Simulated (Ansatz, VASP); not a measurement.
## ScAl3N3: VASP beside Ansatz

```
CELL_PARAMETERS angstrom
4.28542 0.00000 0.00000
0.00000 4.28542 0.00000
0.00000 0.00000 4.28542
ATOMIC_POSITIONS crystal
Sc 0.50000 0.50000 0.50000
Al 0.00000 0.50000 0.00000
Al 0.00000 0.00000 0.50000
Al 0.50000 0.00000 0.00000
N 0.50000 0.00000 0.50000
N 0.50000 0.50000 0.00000
N 0.00000 0.50000 0.50000
```

Change from the starting cell: species swapped into the LiCu3O3 type (Pm-3m, No. 221).

Alike in both runs: functional PBE; k mesh 4 × 4 × 4; occupations gaussian, width 0.2 eV; no spin polarisation.

Ansatz relaxed the structure, and its values are those at the end. VASP's run is a single point on that final structure, the one shown.

|  | VASP | Ansatz |
| --- | --- | --- |
| version | VASP 6.6.1 | Ansatz 0.2.0 |
| potentials or method | VASP PAW PBE potentials, release 64 (Sc_sv, Al, N), cutoff 600 eV | scalar-relativistic, plane waves, PAW |
| valence electrons in the cell | 35 | 35 |

Ansatz gave:

* gap on the k mesh at the Fermi level (eV): none
* pressure (GPa): 0.0

Q: Which values does VASP return?

A: gap on the k mesh at the Fermi level (eV): none; pressure (GPa): 0.3.

A gap of «none» marks a metal or a gap that the smearing closes. With one functional, cell and mesh, what is left measures potentials, basis and numerics.

The k mesh is coarse, so the values compare programs but aren't converged.
